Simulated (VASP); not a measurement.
The system is HgTe (Coloradoite).

```
Hg Te
1.0
     0.00000    3.28920    3.28920
     3.28920    0.00000    3.28920
     3.28920    3.28920    0.00000
Hg Te
1 1
Direct
  0.00000 0.00000 0.00000
  0.25000 0.25000 0.25000
```

Base run:

- Program: VASP 6.6.1
- Functional: PBE
- Potentials or basis: VASP PAW PBE potentials, release 64 (Hg, Te)
- Cutoff: 520 eV
- k mesh: 6 × 6 × 6
- Occupations: fermi-dirac, width 0.02 eV
- Spin: no spin polarisation

Its results: band gap on the k mesh zero (filled and empty bands touch); pressure 1.3 GPa.

Q: The run is repeated on the same cell with these changes: functional from PBE to r2SCAN; further incar settings from ALGO = Normal; EDIFF = 1e-07; NBANDS = 16 to ALGO = Normal; EDIFF = 1e-06; NBANDS = 16. What comes out?

A: Band gap on the k mesh zero (filled and empty bands touch); pressure 0.0 GPa.

Caveats: spin-orbit coupling is left out, which moves the levels of the heavy elements; the PAW data sets were made with another functional, which shifts forces and pressure a little (some runs).
